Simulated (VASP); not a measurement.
# InSe (P6_3/mmc) in VASP: single point with PBEsol

Aim: the single point of InSe with PBEsol.

All numbers are computed with VASP 6.6.1; they aren't measurements. Logs are shortened: lines on timing, memory, paths and dates and some standing lists are left out, and cuts for length are marked.

## (1) The cell of the first run

It takes space group P6_3/mmc (No. 194, hexagonal). The conventional cell has a = 4.050 Å, b = 4.050 Å, c = 16.930 Å, α = 90.00°, β = 90.00°, γ = 120.00°. Within 3.3 Å of In (site symmetry 3m) lie 3 Se at 2.52 Å and 1 In at 3.15 Å. Se (site symmetry 3m) has 3 In at 2.52 Å within 3.3 Å.

## (2) Single point, PBEsol

Input file INCAR:

```
SYSTEM = InSe
ALGO = Normal
EDIFF = 1E-7
ENCUT = 520
GGA = PS
ISIF = 2
ISMEAR = 0
LASPH = .True.
LCHARG = .False.
LREAL = .False.
LWAVE = .False.
NBANDS = 48
NELM = 80
PREC = Accurate
SIGMA = 0.15
```

Input file KPOINTS:

```
k-points
0
Gamma
  12 12 4
  0 0 0
```

Input file POSCAR:

```
InSe
1.0
    4.0499987506      0.0000000000      0.0000000000
   -2.0249993753      3.5074018033      0.0000000000
    0.0000000000      0.0000000000     16.9300000000
In Se
4 4
Direct
    0.3333333333      0.6666666667      0.1570000000
    0.6666666667      0.3333333333      0.6570000000
    0.3333333333      0.6666666667      0.3430000000
    0.6666666667      0.3333333333      0.8430000000
    0.3333333333      0.6666666667      0.6020000000
    0.6666666667      0.3333333333      0.1020000000
    0.3333333333      0.6666666667      0.8980000000
    0.6666666667      0.3333333333      0.3980000000
```

Potentials or basis: VASP PAW PBE potentials, release 64 (In_d, Se).

Started as:

```bash
$ cat potpaw_PBE.64/In_d/POTCAR potpaw_PBE.64/Se/POTCAR > POTCAR
$ mpirun -np 1 vasp_std > vasp.out
```

OUTCAR:

```text
SYSTEM = InSe
   EDIFF = 1E-7
   ENCUT = 520
   GGA = PS
   ISIF = 2
   ISMEAR = 0
   LASPH = .True.
   LREAL = .False.
   NELM = 80
   PREC = Accurate

 ion  position               nearest neighbor table
   1  0.333  0.667  0.157-   6 2.52   6 2.52   6 2.52   3 3.15
   2  0.667  0.333  0.657-   5 2.52   5 2.52   5 2.52   4 3.15
   3  0.333  0.667  0.343-   8 2.52   8 2.52   8 2.52   1 3.15
   4  0.667  0.333  0.843-   7 2.52   7 2.52   7 2.52   2 3.15
   5  0.333  0.667  0.602-   2 2.52   2 2.52   2 2.52
   6  0.667  0.333  0.102-   1 2.52   1 2.52   1 2.52
   7  0.333  0.667  0.898-   4 2.52   4 2.52   4 2.52
   8  0.667  0.333  0.398-   3 2.52   3 2.52   3 2.52

  LATTYP: Found a hexagonal cell.
 ALAT       =     4.0499987506
 C/A-ratio  =     4.1802482032

  Lattice vectors:

 A1 = (   4.0499987506,   0.0000000000,   0.0000000000)
 A2 = (  -2.0249993753,   3.5074018033,   0.0000000000)
 A3 = (   0.0000000000,   0.0000000000,  16.9300000000)

Analysis of symmetry for initial positions (statically):
=====================================================================
 Subroutine PRICEL returns:
 Original cell was already a primitive cell.

 Routine SETGRP: Setting up the symmetry group for a
 hexagonal supercell.

 Subroutine GETGRP returns: Found 24 space group operations
 (whereof 12 operations were pure point group operations)
 out of a pool of 24 trial point group operations.

The static configuration has the point symmetry D_3d.
 The point group associated with its full space group is D_6h.

Analysis of symmetry for dynamics (positions and initial velocities):
=====================================================================
 Subroutine PRICEL returns:
 Original cell was already a primitive cell.

 Routine SETGRP: Setting up the symmetry group for a
 hexagonal supercell.

 Subroutine GETGRP returns: Found 24 space group operations
 (whereof 12 operations were pure point group operations)
 out of a pool of 24 trial point group operations.

The dynamic configuration has the point symmetry D_3d.
 The point group associated with its full space group is D_6h.

 Subroutine INISYM returns: Found 24 space group operations
 (whereof 12 operations are pure point group operations),
 and found     1 'primitive' translations

----------------------------------------------------------------------------------------

                                     Primitive cell

  volume of cell :     240.4902

  direct lattice vectors                    reciprocal lattice vectors
     4.049998751  0.000000000  0.000000000     0.246913656  0.142555666  0.000000000
    -2.024999375  3.507401803  0.000000000     0.000000000  0.285111332  0.000000000
     0.000000000  0.000000000 16.930000000     0.000000000  0.000000000  0.059066745

  length of vectors
     4.049998751  4.049998751 16.930000000     0.285111332  0.285111332  0.059066745

  position of ions in fractional coordinates (direct lattice)
     0.333333333  0.666666667  0.157000000
     0.666666667  0.333333333  0.657000000
     0.333333333  0.666666667  0.343000000
     0.666666667  0.333333333  0.843000000
     0.333333333  0.666666667  0.602000000
     0.666666667  0.333333333  0.102000000
     0.333333333  0.666666667  0.898000000
     0.666666667  0.333333333  0.398000000

  ion indices of the primitive-cell ions
   primitive index   ion index
                 1           1
                 2           2
                 3           3
                 4           4
                 5           5
                 6           6
                 7           7
                 8           8

----------------------------------------------------------------------------------------

 KPOINTS: k-points

Automatic generation of k-mesh.
 Grid dimensions read from file:
 generate k-points for:   12   12    4

 Generating k-lattice:

  Cartesian coordinates                     Fractional coordinates (reciprocal lattice)
     0.020576138  0.011879639  0.000000000     0.083333333  0.000000000  0.000000000
     0.000000000  0.023759278  0.000000000     0.000000000  0.083333333  0.000000000
     0.000000000  0.000000000  0.014766686     0.000000000  0.000000000  0.250000000

  Length of vectors
     0.023759278  0.023759278  0.014766686

  Shift w.r.t. Gamma in fractional coordinates (k-lattice)
     0.000000000  0.000000000  0.000000000

 Subroutine IBZKPT returns following result:
 ===========================================

 Found     57 irreducible k-points:

 Following reciprocal coordinates:
            Coordinates               Weight
  0.000000  0.000000  0.000000      1.000000
  0.083333  0.000000  0.000000      6.000000
  0.166667  0.000000  0.000000      6.000000
  0.250000  0.000000  0.000000      6.000000
  0.333333  0.000000  0.000000      6.000000
  0.416667  0.000000  0.000000      6.000000
[... 16 lines left out ...]
  0.250000  0.000000  0.250000     12.000000
  0.333333  0.000000  0.250000     12.000000
 [... further k-points ...]
   k-points           NKPTS =     57   k-points in BZ     NKDIM =     57   number of bands    NBANDS=     48
   number of dos      NEDOS =    301   number of ions     NIONS =      8
   total plane-waves  NPLWV = 113400
   dimension x,y,z NGX =    30 NGY =   30 NGZ =  126
   dimension x,y,z NGXF=    60 NGYF=   60 NGZF=  252
   ions per type =               4   4
   NGX,Y,Z   is equivalent  to a cutoff of  12.31, 12.31, 12.37 a.u.
   NGXF,Y,Z  is equivalent  to a cutoff of  24.63, 24.63, 24.75 a.u.
 SYSTEM =  InSe
   PREC   = accura    normal or accurate (medium, high low for compatibility)
   ISTART =      0    job   : 0-new  1-cont  2-samecut
   ICHARG =      2    charge: 1-file 2-atom 10-const
   ISPIN  =      1    spin polarized calculation?
   LNONCOLLINEAR =      F non collinear calculations
   LSORBIT =      F    spin-orbit coupling
   LASPH  =      T    aspherical Exc in radial PAW
   ENCUT  =  520.0 eV  38.22 Ry    6.18 a.u.   7.53  7.53 31.48*2*pi/ulx,y,z
   NELM   =     80;   NELMIN=  2; NELMDL= -5     # of ELM steps
   EDIFF  = 0.1E-06   stopping-criterion for ELM
   LREAL  =      F    real-space projection
   EDIFFG = 0.1E-05   stopping-criterion for IOM
   NSW    =      0    number of steps for IOM
   IBRION =     -1    ionic relax: 0-MD 1-quasi-New 2-CG
   NFREE  =      0    steps in history (QN), initial steepest desc. (CG)
   ISIF   =      2    stress and relaxation
   ISYM   =      2    0-nonsym 1-usesym 2-fastsym
   POTIM  = 0.5000    time-step for ionic-motion
   TEBEG  =    0.0;   TEEND  =   0.0 temperature during run
   PSTRESS=    0.0 pullay stress
   NELECT =      76.0000    total number of electrons
   NUPDOWN=      -1.0000    fix difference up-down
   EMIN   =  10.00;   EMAX   =-10.00  energy-range for DOS
   EFERMI =   0.00;   METHOD = LEGACY
   ISMEAR =     0;   SIGMA  =   0.15  broadening in eV -4-tet -1-fermi 0-gaus
   EFERMI_NEDOS =   21; number of points for ismear=-14 and -15
   IALGO  =     38    algorithm
   IMIX   =      4    mixing-type and parameters
     AMIX     =   0.40;   BMIX     =  1.00
     AMIX_MAG =   1.60;   BMIX_MAG =  1.00
  volume/ion in A,a.u.               =      30.06       202.86
  Fermi-wavevector in a.u.,A,eV,Ry     =   1.115099  2.107232 16.918118  1.243447
  Thomas-Fermi vector in A             =   2.251701
   LORBIT       =      0    0 simple, 1 ext, 2 COOP (PROOUT), +10 PAW based schemes
   GGA     = PS    functional components
   LHFCALC =     F    Hartree Fock is set to
   AEXX    =    0.0000 exact exchange contribution
   IVDW    =     0    specifies the selected vdW correction
   LEPSILON=     F    determine dielectric tensor
   LRPA    =     F    only Hartree local field effects (RPA)
 non-spin polarized calculation
 Gauss-broadening in eV      SIGMA  =   0.15
  energy-cutoff  :      520.00
  volume of cell :      240.49
 maximum number of plane-waves:      6531
   NGX = 15   NGY = 15   NGZ = 63

 number of electron      76.0000004 magnetization

 Free energy of the ion-electron system (eV)
  ---------------------------------------------------
  ext. energy  EPLUGINS =         0.00000000
  ---------------------------------------------------
  free energy    TOTEN  =       -29.51146443 eV

  energy without entropy =      -29.50779107  energy(sigma->0) =      -29.50962775

 E-fermi :   4.2188     XC(G=0):  -8.8701

 val. band max:        4.2092431066   @ k =   0.0000   0.0000   0.2500
 cond. band min:       4.2607699582   @ k =   0.0833   0.0000   0.0000
 fundamental gap:      0.0515268516
 Fermi energy:         4.2188307494

 k-point     1 :       0.0000    0.0000    0.0000
  band No.  band energies     occupation
      1     -11.0942      2.00000
      2     -11.0806      2.00000
      3     -11.0004      2.00000
      4     -10.9798      2.00000
      5     -10.8745      2.00000
      6     -10.8745      2.00000
[... 40 lines left out ...]
     47       8.5137      0.00000
     48       8.5138      0.00000

 k-point     2 :       0.0833    0.0000    0.0000
  band No.  band energies     occupation
      1     -11.1334      2.00000
      2     -11.1193      2.00000
      3     -11.0696      2.00000
      4     -11.0518      2.00000
      5     -10.8687      2.00000
      6     -10.8683      2.00000
[... 40 lines left out ...]
     47       8.2500      0.00000
     48       8.5057      0.00000

 k-point     3 :       0.1667    0.0000    0.0000
  band No.  band energies     occupation
      1     -11.2128      2.00000
      2     -11.1986      2.00000
      3     -11.1731      2.00000
      4     -11.1567      2.00000
      5     -10.8531      2.00000
      6     -10.8527      2.00000
[... 40 lines left out ...]
     47       8.4766      0.00000
     48       8.5773      0.00000

 k-point     4 :       0.2500    0.0000    0.0000
  band No.  band energies     occupation
      1     -11.2931      2.00000
      2     -11.2804      2.00000
      3     -11.2642      2.00000
      4     -11.2502      2.00000
      5     -10.8329      2.00000
      6     -10.8324      2.00000
[... 958 lines left out ...]
     47       8.4891      0.00000
     48       8.5597      0.00000

 k-point    23 :       0.2500    0.0000    0.2500
  band No.  band energies     occupation
      1     -11.2918      2.00000
      2     -11.2833      2.00000
      3     -11.2611      2.00000
      4     -11.2517      2.00000
      5     -10.8328      2.00000
      6     -10.8325      2.00000
[... 40 lines left out ...]
     47       8.9446      0.00000
     48       8.9633      0.00000

 k-point    24 :       0.3333    0.0000    0.2500
  band No.  band energies     occupation
      1     -11.3565      2.00000
      2     -11.3497      2.00000
      3     -11.3308      2.00000
      4     -11.3235      2.00000
      5     -10.8145      2.00000
      6     -10.8141      2.00000
[... 40 lines left out ...]
     47       9.1328      0.00000
     48       9.2766      0.00000

 [... further k-points ...]

------------------------ aborting loop because EDIFF is reached ----------------------------------------

  FORCE on cell =-STRESS in cart. coord.  units (eV):
  Direction    XX          YY          ZZ          XY          YZ          ZX
  --------------------------------------------------------------------------------------
  -------------------------------------------------------------------------------------
  Total       11.5085342     11.5085342      0.0756824      0.0000000     -0.0000000     -0.0000000
  in kB       76.6713706     76.6713706      0.5042062      0.0000000     -0.0000000     -0.0000000
  external PRESSURE =      51.2823158 kB  Pullay stress =       0.0000000 kB

 VOLUME and BASIS-vectors are now :
 -----------------------------------------------------------------------------
  energy-cutoff  :      520.00
  volume of cell :      240.49
      direct lattice vectors                 reciprocal lattice vectors
     4.049998751  0.000000000  0.000000000     0.246913656  0.142555666  0.000000000
    -2.024999375  3.507401803  0.000000000     0.000000000  0.285111332  0.000000000
     0.000000000  0.000000000 16.930000000     0.000000000  0.000000000  0.059066745

 POSITION                                       TOTAL-FORCE (eV/Angst)
 -----------------------------------------------------------------------------------
     -0.00000      2.33827      2.65801        -0.000000      0.000000      2.751876
      2.02500      1.16913     11.12301         0.000000     -0.000000      2.751876
     -0.00000      2.33827      5.80699        -0.000000      0.000000     -2.751876
      2.02500      1.16913     14.27199         0.000000     -0.000000     -2.751876
     -0.00000      2.33827     10.19186         0.000000      0.000000     -1.823081
      2.02500      1.16913      1.72686        -0.000000      0.000000     -1.823081
     -0.00000      2.33827     15.20314         0.000000      0.000000      1.823081
      2.02500      1.16913      6.73814        -0.000000      0.000000      1.823081
 -----------------------------------------------------------------------------------
    total drift:                               -0.000000     -0.000000      0.000000

  FREE ENERGIE OF THE ION-ELECTRON SYSTEM (eV)
  ---------------------------------------------------
  free  energy   TOTEN  =       -29.5114644313 eV

  energy  without entropy=      -29.5077910724  energy(sigma->0) =      -29.50962775
```

It took 28 min on 1 thread of Oxide Virtual Turin-like, shared host; peak memory 0.61 GiB.

Results:

* Free energy: -29.5115 eV
* Pressure: 5.1 GPa
* Largest force: 2.752 eV/Å
* Band gap on the k mesh: zero (band 38 reaches 4.16 eV, above the bottom of band 39 at 4.07 eV)

Forces on the atoms (eV/Å):
```
In   0.000  0.000  2.752
In   0.000  0.000  2.752
In   0.000  0.000 -2.752
In   0.000  0.000 -2.752
Se   0.000  0.000 -1.823
Se   0.000  0.000 -1.823
Se   0.000  0.000  1.823
Se   0.000  0.000  1.823
```

Levels at points of the mesh, in eV from the Fermi level:
| k point | band 35 | band 36 | band 37 | band 38 | band 39 | band 40 | band 41 | band 42 |
| --- | --- | --- | --- | --- | --- | --- | --- | --- |
| (0.00, 0.00, 0.00) | -2.23 | -2.23 | -1.48 | -0.54 | -0.15 | 0.27 | 1.08 | 1.43 |
| (0.50, 0.00, 0.00) | -3.02 | -2.64 | -1.59 | -1.08 | 0.79 | 0.93 | 1.21 | 1.27 |
| (0.00, 0.00, 0.50) | -2.25 | -2.25 | -1.08 | -1.08 | 0.15 | 0.15 | 1.25 | 1.25 |
| (0.50, 0.00, 0.50) | -2.78 | -2.78 | -1.35 | -1.35 | 1.03 | 1.03 | 1.09 | 1.09 |

Caveat: the PAW data sets were made with another functional, which shifts forces and pressure a little; spin-orbit coupling is left out, which moves the levels of the heavy elements.
